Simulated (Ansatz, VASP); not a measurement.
**One calculation of Hg, two programs**

```
Hg
1.0
    -2.48077    2.48077    1.29408
     2.48077   -2.48077    1.29408
     2.48077    2.48077   -1.29408
Hg
2
Direct
  0.62500 0.87500 0.75000
  0.37500 0.12500 0.25000
```

Change from the starting cell: volume scaled by 0.55, LAPW.

Alike in both runs: task single point; functional PBE; k mesh 14 × 14 × 14; occupations fermi-dirac, width 0.1 eV; no spin polarisation.

|  | VASP | Ansatz |
| --- | --- | --- |
| version | VASP 6.6.1 | Ansatz 0.2.0 |
| potentials or method | VASP PAW PBE potentials, release 64 (Hg), cutoff 520 eV | all-electron LAPW, scalar-relativistic |

```tsv
	VASP	Ansatz	Ansatz less VASP
pressure (GPa)	92.6	88.5	-4.07
traceless stress, the component that is largest in VASP (GPa)	0.24	0.05	-0.195
```

Both programs put the cell under a high pressure, so it lies far from rest at this level. Ansatz ran all-electron here, and VASP with PAW potentials.

Neither program's run includes spin-orbit coupling. Noted on VASP's run: the cell as given lies far from equilibrium.
